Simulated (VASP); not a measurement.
# CdSe (ldaat) (P6_3mc) in VASP: further runs, part 2 of 2

VASP 6.6.1. Earlier steps stand in the parts before.

**3. Single point, LDA**

File INCAR:

```
SYSTEM = CdSe
ALGO = Normal ; EDIFF = 1E-6
ENCUT = 520 ; ISIF = 2
ISMEAR = 0 ; LASPH = .True.
LCHARG = .True. ; LELF = .True.
LREAL = .False. ; LVHAR = .True.
LWAVE = .False. ; NBANDS = 26
NELM = 60 ; PREC = Accurate
SIGMA = 0.01
```

File KPOINTS:

```
k-points
0
Gamma
  9 9 6
  0 0 0
```

File POSCAR:

```
CdSe
1.0
    4.3021423044      0.0000000000      0.0000000000
   -2.1510711522      3.7257645263      0.0000000000
    0.0000000000      0.0000000000      7.0214577968
Cd Se
2 2
Direct
    0.3333333333      0.6666666667     -0.0464662760
    0.6666666667      0.3333333333      0.4535337240
    0.3333333333      0.6666666667      0.4224662760
    0.6666666667      0.3333333333      0.9224662760
```

Potentials or basis: VASP PAW LDA potentials, release 64 (Cd, Se).

Run with:

```sh
cat potpaw_LDA.64/Cd/POTCAR potpaw_LDA.64/Se/POTCAR > POTCAR
mpirun -np 1 vasp_std > vasp.out
```

OUTCAR:

```text
SYSTEM = CdSe
   EDIFF = 1E-6
   ENCUT = 520
   ISIF = 2
   ISMEAR = 0
   LASPH = .True.
   LREAL = .False.
   NELM = 60
   PREC = Accurate

 ion  position               nearest neighbor table
   1  0.333  0.667  0.954-   4 2.49   4 2.49   4 2.49
   2  0.667  0.333  0.454-   3 2.49   3 2.49   3 2.49
   3  0.333  0.667  0.422-   2 2.49   2 2.49   2 2.49
   4  0.667  0.333  0.922-   1 2.49   1 2.49   1 2.49

  LATTYP: Found a hexagonal cell.
 ALAT       =     4.3021423044
 C/A-ratio  =     1.6320840409

  Lattice vectors:

 A1 = (   4.3021423044,   0.0000000000,   0.0000000000)
 A2 = (  -2.1510711522,   3.7257645263,   0.0000000000)
 A3 = (   0.0000000000,   0.0000000000,   7.0214577968)

Analysis of symmetry for initial positions (statically):
=====================================================================
 Subroutine PRICEL returns:
 Original cell was already a primitive cell.

 Routine SETGRP: Setting up the symmetry group for a
 hexagonal supercell.

 Subroutine GETGRP returns: Found 12 space group operations
 (whereof  6 operations were pure point group operations)
 out of a pool of 24 trial point group operations.

The static configuration has the point symmetry C_3v.
 The point group associated with its full space group is C_6v.

Analysis of symmetry for dynamics (positions and initial velocities):
=====================================================================
 Subroutine PRICEL returns:
 Original cell was already a primitive cell.

 Routine SETGRP: Setting up the symmetry group for a
 hexagonal supercell.

 Subroutine GETGRP returns: Found 12 space group operations
 (whereof  6 operations were pure point group operations)
 out of a pool of 24 trial point group operations.

The dynamic configuration has the point symmetry C_3v.
 The point group associated with its full space group is C_6v.

 Subroutine INISYM returns: Found 12 space group operations
[... 114 lines left out ...]
   EMIN   =  10.00;   EMAX   =-10.00  energy-range for DOS
   EFERMI =   0.00;   METHOD = LEGACY
   ISMEAR =     0;   SIGMA  =   0.01  broadening in eV -4-tet -1-fermi 0-gaus
   EFERMI_NEDOS =   21; number of points for ismear=-14 and -15
   IALGO  =     38    algorithm
   IMIX   =      4    mixing-type and parameters
     AMIX     =   0.40;   BMIX     =  1.00
     AMIX_MAG =   1.60;   BMIX_MAG =  1.00
  volume/ion in A,a.u.               =      28.14       189.87
  Fermi-wavevector in a.u.,A,eV,Ry     =   1.119609  2.115755 17.055244  1.253525
  Thomas-Fermi vector in A             =   2.256250
   LORBIT       =      0    0 simple, 1 ext, 2 COOP (PROOUT), +10 PAW based schemes
   GGA     = CA    functional components
   LHFCALC =     F    Hartree Fock is set to
   AEXX    =    0.0000 exact exchange contribution
   IVDW    =     0    specifies the selected vdW correction
   LEPSILON=     F    determine dielectric tensor
   LRPA    =     F    only Hartree local field effects (RPA)
 non-spin polarized calculation
 Gauss-broadening in eV      SIGMA  =   0.01
  energy-cutoff  :      520.00
  volume of cell :      112.55
 maximum number of plane-waves:      3048
 NGX is ok and might be reduce to    32
   NGX = 15   NGY = 15   NGZ = 27

 number of electron      35.9999998 magnetization

 Free energy of the ion-electron system (eV)
  ---------------------------------------------------
  ext. energy  EPLUGINS =         0.00000000
  ---------------------------------------------------
  free energy    TOTEN  =       -12.76558090 eV

  energy without entropy =      -12.76558090  energy(sigma->0) =      -12.76558090

 E-fermi :   0.7607     XC(G=0):  -9.2654

 val. band max:        0.6705788227   @ k =   0.0000   0.0000   0.0000
 cond. band min:       1.4154932572   @ k =   0.0000   0.0000   0.0000
 fundamental gap:      0.7449144345
 Fermi energy:         0.7606701873

 k-point     1 :       0.0000    0.0000    0.0000
  band No.  band energies     occupation
      1     -12.0369      2.00000
      2     -11.7297      2.00000
      3      -7.5418      2.00000
      4      -7.5418      2.00000
      5      -7.5417      2.00000
      6      -7.5417      2.00000
[... 685 lines left out ...]
     25       8.8515      0.00000
     26       8.8515      0.00000

 [... further k-points ...]
[... 5 lines left out ...]
  --------------------------------------------------------------------------------------
  -------------------------------------------------------------------------------------
  Total        3.1195630      3.1195630     -2.4847247      0.0000000      0.0000000      0.0000000
  in kB       44.4096021     44.4096021    -35.3721450      0.0000000      0.0000000      0.0000000
  external PRESSURE =      17.8156864 kB  Pullay stress =       0.0000000 kB

 VOLUME and BASIS-vectors are now :
 -----------------------------------------------------------------------------
  energy-cutoff  :      520.00
  volume of cell :      112.55
      direct lattice vectors                 reciprocal lattice vectors
     4.302142304  0.000000000  0.000000000     0.232442334  0.134200644  0.000000000
    -2.151071152  3.725764526  0.000000000     0.000000000  0.268401289  0.000000000
     0.000000000  0.000000000  7.021457797     0.000000000  0.000000000  0.142420567

 POSITION                                       TOTAL-FORCE (eV/Angst)
 -----------------------------------------------------------------------------------
     -0.00000      2.48384      6.69520        -0.000000      0.000000      0.463112
      2.15107      1.24192      3.18447         0.000000     -0.000000      0.463112
     -0.00000      2.48384      2.96633        -0.000000      0.000000     -0.463112
      2.15107      1.24192      6.47706         0.000000     -0.000000     -0.463112
 -----------------------------------------------------------------------------------
    total drift:                                0.000000      0.000000      0.000123

  FREE ENERGIE OF THE ION-ELECTRON SYSTEM (eV)
  ---------------------------------------------------
  free  energy   TOTEN  =       -12.7655808990 eV

  energy  without entropy=      -12.7655808990  energy(sigma->0) =      -12.76558090
```

OSZICAR:

```text
N       E                     dE             d eps       ncg     rms          rms(c)
DAV:   1     0.244455316828E+03    0.24446E+03   -0.17120E+04  2496   0.125E+03
DAV:   2    -0.462178332483E+00   -0.24492E+03   -0.23665E+03  2694   0.312E+02
DAV:   3    -0.135554285865E+02   -0.13093E+02   -0.13024E+02  3080   0.730E+01
DAV:   4    -0.136634378753E+02   -0.10801E+00   -0.10792E+00  2694   0.624E+00
DAV:   5    -0.136641193521E+02   -0.68148E-03   -0.68145E-03  2846   0.471E-01    0.102E+01
DAV:   6    -0.128361145174E+02    0.82800E+00   -0.14268E+00  3156   0.127E+01    0.770E+00
DAV:   7    -0.127765484620E+02    0.59566E-01   -0.62441E-01  2598   0.414E+00    0.269E+00
DAV:   8    -0.127665644889E+02    0.99840E-02   -0.84576E-02  2602   0.300E+00    0.442E-01
DAV:   9    -0.127657177098E+02    0.84678E-03   -0.10317E-02  2680   0.122E+00    0.127E-01
DAV:  10    -0.127655630930E+02    0.15462E-03   -0.81628E-04  2774   0.331E-01    0.508E-02
DAV:  11    -0.127655872510E+02   -0.24158E-04   -0.15912E-04  2596   0.990E-02    0.195E-02
DAV:  12    -0.127655805246E+02    0.67264E-05   -0.39447E-05  2672   0.740E-02    0.114E-02
DAV:  13    -0.127655808990E+02   -0.37435E-06   -0.32454E-06  2276   0.113E-02
   1 F= -.12765581E+02 E0= -.12765581E+02  d E =-.130746E-39
```

It took 63 s on 1 thread of AMD EPYC 9R45 (Zen 5), shared host; peak memory 0.23 GiB.

Results:

| Item | Value |
| --- | --- |
| Free energy | -12.7656 eV |
| Pressure | 1.8 GPa |
| Largest force | 0.463 eV/Å |
| Band gap on the k mesh | 0.74 eV, direct |

Forces on the atoms (eV/Å):
```
Cd   0.000  0.000  0.463
Cd   0.000  0.000  0.463
Se   0.000  0.000 -0.463
Se   0.000  0.000 -0.463
```
